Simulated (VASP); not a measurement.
# NaF (Fm-3m) in VASP: notebook, part 3 of 3

VASP 6.6.1.

**5. Electric field gradients, PBE**

This run uses another cell than the first one, of 12.54 Å³/atom, 1.063 times its volume.

INCAR

```
SYSTEM = NaF
PREC = Accurate ; ENCUT = 520
EDIFF = 1E-8 ; ISMEAR = -1
SIGMA = 0.02 ; LREAL = .FALSE.
LASPH = .TRUE. ; NELM = 100
ALGO = Normal ; ISIF = 2
LWAVE = .FALSE. ; LCHARG = .FALSE.
GGA = PE ; LEFG = .TRUE.
NBANDS = 14
```

KPOINTS

```
Automatic mesh
0
G
  10 10 10
  0 0 0
```

POSCAR

```
NaF
1.0
    0.0000000000      2.3233000000      2.3233000000
    2.3233000000      0.0000000000      2.3233000000
    2.3233000000      2.3233000000      0.0000000000
Na F
1 1
Direct
    0.0000000000      0.0000000000      0.0000000000
    0.5000000000      0.5000000000      0.5000000000
```

Potentials or basis: VASP PAW PBE potentials, release 64 (Na_pv, F).

The run is started by

```console
$ cat potpaw_PBE.64/Na_pv/POTCAR potpaw_PBE.64/F/POTCAR > POTCAR
$ mpirun -np 1 vasp_std > vasp.out
```

OUTCAR:

```text
SYSTEM = NaF
   PREC = Accurate
   ENCUT = 520
   EDIFF = 1E-8
   ISMEAR = -1
   LREAL = .FALSE.
   LASPH = .TRUE.
   NELM = 100
   ISIF = 2
   GGA = PE

 ion  position               nearest neighbor table
   1  0.000  0.000  0.000-   2 2.32   2 2.32   2 2.32   2 2.32   2 2.32   2 2.32
   2  0.500  0.500  0.500-   1 2.32   1 2.32   1 2.32   1 2.32   1 2.32   1 2.32

  LATTYP: Found a face centered cubic cell.
 ALAT       =     4.6466000000

  Lattice vectors:

 A1 = (   0.0000000000,   2.3233000000,   2.3233000000)
 A2 = (   2.3233000000,   0.0000000000,   2.3233000000)
 A3 = (   2.3233000000,   2.3233000000,   0.0000000000)

Analysis of symmetry for initial positions (statically):
=====================================================================
 Subroutine PRICEL returns:
 Original cell was already a primitive cell.

 Routine SETGRP: Setting up the symmetry group for a
 face centered cubic supercell.

 Subroutine GETGRP returns: Found 48 space group operations
 (whereof 48 operations were pure point group operations)
 out of a pool of 48 trial point group operations.

The static configuration has the point symmetry O_h .

Analysis of symmetry for dynamics (positions and initial velocities):
=====================================================================
 Subroutine PRICEL returns:
 Original cell was already a primitive cell.

 Routine SETGRP: Setting up the symmetry group for a
 face centered cubic supercell.

 Subroutine GETGRP returns: Found 48 space group operations
 (whereof 48 operations were pure point group operations)
 out of a pool of 48 trial point group operations.

The dynamic configuration has the point symmetry O_h .

 Subroutine INISYM returns: Found 48 space group operations
 (whereof 48 operations are pure point group operations),
 and found     1 'primitive' translations

----------------------------------------------------------------------------------------

                                     Primitive cell

  volume of cell :      25.0811

  direct lattice vectors                    reciprocal lattice vectors
     0.000000000  2.323300000  2.323300000    -0.215211122  0.215211122  0.215211122
     2.323300000  0.000000000  2.323300000     0.215211122 -0.215211122  0.215211122
     2.323300000  2.323300000  0.000000000     0.215211122  0.215211122 -0.215211122

  length of vectors
     3.285642369  3.285642369  3.285642369     0.372756598  0.372756598  0.372756598

  position of ions in fractional coordinates (direct lattice)
     0.000000000  0.000000000  0.000000000
     0.500000000  0.500000000  0.500000000

  ion indices of the primitive-cell ions
   primitive index   ion index
                 1           1
                 2           2

----------------------------------------------------------------------------------------

 KPOINTS: Automatic mesh

Automatic generation of k-mesh.
 Grid dimensions read from file:
 generate k-points for:   10   10   10

 Generating k-lattice:

  Cartesian coordinates                     Fractional coordinates (reciprocal lattice)
[... 76 lines left out ...]
   EFERMI_NEDOS =   21; number of points for ismear=-14 and -15
   IALGO  =     38    algorithm
   IMIX   =      4    mixing-type and parameters
     AMIX     =   0.40;   BMIX     =  1.00
     AMIX_MAG =   1.60;   BMIX_MAG =  1.00
  volume/ion in A,a.u.               =      12.54        84.63
  Fermi-wavevector in a.u.,A,eV,Ry     =   1.347935  2.547227 24.720809  1.816928
  Thomas-Fermi vector in A             =   2.475645
   LORBIT       =      0    0 simple, 1 ext, 2 COOP (PROOUT), +10 PAW based schemes
   GGA     = PE    functional components
   LHFCALC =     F    Hartree Fock is set to
   AEXX    =    0.0000 exact exchange contribution
   IVDW    =     0    specifies the selected vdW correction
   LEPSILON=     F    determine dielectric tensor
   LRPA    =     F    only Hartree local field effects (RPA)
 non-spin polarized calculation
  energy-cutoff  :      520.00
  volume of cell :       25.08
 maximum number of plane-waves:       692
   NGX = 13   NGY = 13   NGZ = 13

 number of electron      13.9999982 magnetization

 Free energy of the ion-electron system (eV)
  ---------------------------------------------------
  ext. energy  EPLUGINS =         0.00000000
  ---------------------------------------------------
  free energy    TOTEN  =        -8.56412850 eV

  energy without entropy =       -8.56412850  energy(sigma->0) =       -8.56412850

 E-fermi :  -1.6223     XC(G=0):  -9.1161

 val. band max:       -2.1193637595   @ k =   0.0000   0.0000   0.0000
 cond. band min:       4.1363884258   @ k =   0.0000   0.0000   0.0000
 fundamental gap:      6.2557521853
 Fermi energy:        -1.6223023960

 k-point     1 :       0.0000    0.0000    0.0000
  band No.  band energies     occupation
      1     -21.2784      2.00000
      2     -21.0905      2.00000
      3     -21.0905      2.00000
      4     -21.0905      2.00000
      5      -2.1194      2.00000
      6      -2.1194      2.00000
      7      -2.1194      2.00000
      8       4.1364      0.00000
      9      16.7986      0.00000
     10      16.7986      0.00000
     11      16.7986      0.00000
     12      19.6453      0.00000
     13      21.8118      0.00000
     14      21.8118      0.00000
[... 377 lines left out ...]
      1     -21.5583      2.00000
      2     -21.1369      2.00000
      3     -21.1292      2.00000
      4     -20.6907      2.00000
      5      -3.2801      2.00000
      6      -2.4974      2.00000
      7      -2.4424      2.00000
      8       8.3872      0.00000
      9      11.6962      0.00000
     10      14.5293      0.00000
     11      17.3884      0.00000
     12      17.4289      0.00000
     13      23.1120      0.00000
     14      24.4194      0.00000

 [... further k-points ...]
[... 5 lines left out ...]
  --------------------------------------------------------------------------------------
  -------------------------------------------------------------------------------------
  Total        0.2476574      0.2476574      0.2476574      0.0000000      0.0000000      0.0000000
  in kB       15.8203461     15.8203461     15.8203461      0.0000000      0.0000000      0.0000000
  external PRESSURE =      15.8203461 kB  Pullay stress =       0.0000000 kB

 VOLUME and BASIS-vectors are now :
 -----------------------------------------------------------------------------
  energy-cutoff  :      520.00
  volume of cell :       25.08
      direct lattice vectors                 reciprocal lattice vectors
     0.000000000  2.323300000  2.323300000    -0.215211122  0.215211122  0.215211122
     2.323300000  0.000000000  2.323300000     0.215211122 -0.215211122  0.215211122
     2.323300000  2.323300000  0.000000000     0.215211122  0.215211122 -0.215211122

 POSITION                                       TOTAL-FORCE (eV/Angst)
 -----------------------------------------------------------------------------------
      0.00000      0.00000      0.00000        -0.000000     -0.000000     -0.000000
      2.32330      2.32330      2.32330         0.000000      0.000000      0.000000
 -----------------------------------------------------------------------------------
    total drift:                                0.000000     -0.000000      0.000000

  FREE ENERGIE OF THE ION-ELECTRON SYSTEM (eV)
  ---------------------------------------------------
  free  energy   TOTEN  =        -8.5641284956 eV

  energy  without entropy=       -8.5641284956  energy(sigma->0) =       -8.56412850

 Electric field gradients (V/A^2)
---------------------------------------------------------------------
 ion       V_xx      V_yy      V_zz      V_xy      V_xz      V_yz
---------------------------------------------------------------------
   1      -0.000    -0.000     0.000    -0.003    -0.003    -0.003
   2       0.000    -0.000     0.000     0.008     0.008     0.008
---------------------------------------------------------------------

 Electric field gradients after diagonalization (V/A^2)
 (convention: |V_zz| > |V_xx| > |V_yy|)
----------------------------------------------------------------------
 ion       V_xx      V_yy      V_zz     asymmetry (V_yy - V_xx)/ V_zz
----------------------------------------------------------------------
   1       0.003     0.003    -0.006       0.000
   2      -0.008    -0.008     0.016       0.000
----------------------------------------------------------------------

           NMR quadrupolar parameters

 Cq : quadrupolar parameter    Cq=e*Q*V_zz/h
 eta: asymmetry parameters     (V_yy - V_xx)/ V_zz
 Q  : nuclear electric quadrupole moment in mb (millibarn)
----------------------------------------------------------------------
 ion       Cq(MHz)       eta       Q (mb)
----------------------------------------------------------------------
   1      -0.000       0.000       1.000
   2       0.000       0.000       1.000
----------------------------------------------------------------------
```

OSZICAR:

```text
N       E                     dE             d eps       ncg     rms          rms(c)
DAV:   1     0.108176859655E+03    0.10818E+03   -0.77915E+03  1324   0.123E+03
DAV:   2    -0.388635092342E+01   -0.11206E+03   -0.10475E+03  1400   0.338E+02
DAV:   3    -0.941685070342E+01   -0.55305E+01   -0.55201E+01  1646   0.698E+01
DAV:   4    -0.946058883976E+01   -0.43738E-01   -0.43737E-01  1478   0.662E+00
DAV:   5    -0.946104297459E+01   -0.45413E-03   -0.45413E-03  1652   0.670E-01    0.542E+00
DAV:   6    -0.857222427804E+01    0.88882E+00   -0.31033E+00  1576   0.147E+01    0.183E+00
DAV:   7    -0.856211725410E+01    0.10107E-01   -0.29094E-02  1352   0.203E+00    0.106E+00
DAV:   8    -0.856355951764E+01   -0.14423E-02   -0.28994E-02  1400   0.340E+00    0.148E-01
DAV:   9    -0.856422546502E+01   -0.66595E-03   -0.40813E-03  1628   0.586E-01    0.122E-01
DAV:  10    -0.856412997896E+01    0.95486E-04   -0.75404E-04  1424   0.312E-01    0.147E-02
DAV:  11    -0.856412829450E+01    0.16845E-05   -0.27079E-05  1622   0.739E-02    0.321E-03
DAV:  12    -0.856412869012E+01   -0.39562E-06   -0.14948E-06  1424   0.145E-02    0.209E-03
DAV:  13    -0.856412853570E+01    0.15442E-06   -0.34204E-07  1412   0.497E-03    0.638E-04
DAV:  14    -0.856412848419E+01    0.51518E-07   -0.32675E-08  1634   0.249E-03    0.527E-05
DAV:  15    -0.856412849634E+01   -0.12150E-07   -0.19437E-09   790   0.390E-04    0.580E-05
DAV:  16    -0.856412849557E+01    0.76943E-09   -0.23330E-10   748   0.180E-04
   1 F= -.85641285E+01 E0= -.85641285E+01  d E =-.188892E-12
```

It took 5 s on 1 thread of Intel Xeon 6975P-C (Granite Rapids), shared host; peak memory 0.14 GiB.

What came out:

```
Free energy            : -8.5641 eV
Pressure               : 1.6 GPa
Band gap on the k mesh : 6.26 eV, direct
```

Levels at points of the mesh, in eV from the valence-band top:
```tsv
k point	band 3	band 4	band 5	band 6	band 7	band 8	band 9	band 10	band 11	band 12
(0.00, 0.00, 0.00)	-18.97	-18.97	0.00	0.00	0.00	6.26	18.92	18.92	18.92	21.76
(0.50, 0.00, 0.00)	-18.98	-18.20	-1.57	-0.25	-0.25	10.73	12.40	20.02	20.02	22.82
(0.50, 0.50, 0.00)	-19.02	-18.91	-1.26	-0.40	-0.40	13.09	13.28	13.52	19.66	19.66
```

Caveat: without QUAD_EFG the Cq values of the log hold for a quadrupole moment of 1 mb, not for the nuclei.

**6. Electric field gradients, PBE**

This run uses another cell than the first one, of 12.54 Å³/atom, 1.063 times its volume.

INCAR

```
PREC = Accurate
ENCUT = 520
EDIFF = 1E-8
ISMEAR = -1
SIGMA = 0.02
LREAL = F
LASPH = T
NELM = 60
ALGO = Normal
ISIF = 2
LWAVE = F
LCHARG = F
GGA = PE
LEFG = T
NBANDS = 14
```

KPOINTS

```
Automatic mesh
0
Gamma
  10 10 10
```

POSCAR is that of step 5.

Potentials or basis: VASP PAW PBE potentials, release 64 (Na_pv, F).

The run is started by

```console
$ cat potpaw_PBE.64/Na_pv/POTCAR potpaw_PBE.64/F/POTCAR > POTCAR
$ mpirun -np 1 vasp_std > vasp.out
```

OUTCAR:

```text
PREC = Accurate
   ENCUT = 520
   EDIFF = 1E-8
   ISMEAR = -1
   LREAL = F
   LASPH = T
   NELM = 60
   ISIF = 2
   GGA = PE

 ion  position               nearest neighbor table
   1  0.000  0.000  0.000-   2 2.32   2 2.32   2 2.32   2 2.32   2 2.32   2 2.32
   2  0.500  0.500  0.500-   1 2.32   1 2.32   1 2.32   1 2.32   1 2.32   1 2.32

  LATTYP: Found a face centered cubic cell.
 ALAT       =     4.6466000000

  Lattice vectors:

 A1 = (   0.0000000000,   2.3233000000,   2.3233000000)
 A2 = (   2.3233000000,   0.0000000000,   2.3233000000)
 A3 = (   2.3233000000,   2.3233000000,   0.0000000000)

Analysis of symmetry for initial positions (statically):
=====================================================================
 Subroutine PRICEL returns:
 Original cell was already a primitive cell.

 Routine SETGRP: Setting up the symmetry group for a
 face centered cubic supercell.

 Subroutine GETGRP returns: Found 48 space group operations
[... 594 lines left out ...]
  volume of cell :       25.08
      direct lattice vectors                 reciprocal lattice vectors
     0.000000000  2.323300000  2.323300000    -0.215211122  0.215211122  0.215211122
     2.323300000  0.000000000  2.323300000     0.215211122 -0.215211122  0.215211122
     2.323300000  2.323300000  0.000000000     0.215211122  0.215211122 -0.215211122

 POSITION                                       TOTAL-FORCE (eV/Angst)
 -----------------------------------------------------------------------------------
      0.00000      0.00000      0.00000        -0.000000     -0.000000     -0.000000
      2.32330      2.32330      2.32330         0.000000      0.000000      0.000000
 -----------------------------------------------------------------------------------
    total drift:                                0.000000     -0.000000      0.000000

  FREE ENERGIE OF THE ION-ELECTRON SYSTEM (eV)
  ---------------------------------------------------
  free  energy   TOTEN  =        -8.5641284956 eV

  energy  without entropy=       -8.5641284956  energy(sigma->0) =       -8.56412850

 Electric field gradients (V/A^2)
---------------------------------------------------------------------
 ion       V_xx      V_yy      V_zz      V_xy      V_xz      V_yz
---------------------------------------------------------------------
   1      -0.000    -0.000     0.000    -0.003    -0.003    -0.003
   2       0.000    -0.000     0.000     0.008     0.008     0.008
---------------------------------------------------------------------

 Electric field gradients after diagonalization (V/A^2)
 (convention: |V_zz| > |V_xx| > |V_yy|)
----------------------------------------------------------------------
 ion       V_xx      V_yy      V_zz     asymmetry (V_yy - V_xx)/ V_zz
----------------------------------------------------------------------
   1       0.003     0.003    -0.006       0.000
   2      -0.008    -0.008     0.016       0.000
----------------------------------------------------------------------

           NMR quadrupolar parameters

 Cq : quadrupolar parameter    Cq=e*Q*V_zz/h
 eta: asymmetry parameters     (V_yy - V_xx)/ V_zz
 Q  : nuclear electric quadrupole moment in mb (millibarn)
----------------------------------------------------------------------
 ion       Cq(MHz)       eta       Q (mb)
----------------------------------------------------------------------
   1      -0.000       0.000       1.000
   2       0.000       0.000       1.000
----------------------------------------------------------------------
```

stdout:

```text
POSCAR found type information on POSCAR NaF
 POSCAR found :  2 types and       2 ions
 scaLAPACK will be used
 LDA part: xc-table for (Slater+PW92), standard interpolation
 POSCAR, INCAR and KPOINTS ok, starting setup
 FFT: planning ... GRIDC
 FFT: planning ... GRID_SOFT
 FFT: planning ... GRID
 WAVECAR not read
 entering main loop
ion   1

ion   2
```

It took 5.1 s on 1 thread of Intel Xeon 6975P-C (Granite Rapids), shared host; peak memory 0.13 GiB.

Results:

```yaml
Free_energy: -8.5641 eV
Pressure: 1.6 GPa
Band_gap_on_the_k_mesh: 6.26 eV, direct
```

Levels at points of the mesh, in eV from the valence-band top:
```csv
k point,band 3,band 4,band 5,band 6,band 7,band 8,band 9,band 10,band 11,band 12
"(0.00, 0.00, 0.00)",-18.97,-18.97,0.00,0.00,0.00,6.26,18.92,18.92,18.92,21.76
"(0.50, 0.00, 0.00)",-18.98,-18.20,-1.57,-0.25,-0.25,10.73,12.40,20.02,20.02,22.82
"(0.50, 0.50, 0.00)",-19.02,-18.91,-1.26,-0.40,-0.40,13.09,13.28,13.52,19.66,19.66
```

Caveat: without QUAD_EFG the Cq values of the log hold for a quadrupole moment of 1 mb, not for the nuclei. Expect the measured gap to be larger: semilocal functionals such as PBE lack the derivative discontinuity.

**7. Overview**

| cell | gap on the mesh (eV) | pressure (GPa) |
| --- | --- | --- |
| a = 3.219 Å, angles 60.0°, 2 atoms | 6.60 | 5.3 |
| a = 3.252 Å, angles 60.0°, 2 atoms | 6.42 | 3.3 |
| a = 3.286 Å, angles 60.0°, 2 atoms | 6.26 | 1.6 |

Alike in all rows: task electric field gradients; level PBE; potentials or basis VASP PAW PBE potentials, release 64 (Na_pv, F); no spin polarisation; k mesh 10 × 10 × 10; cutoff (eV) 520; smearing fermi-dirac 0.02 eV.

Total energies depend on the potentials used, so only differences within one code and one set of settings carry meaning.
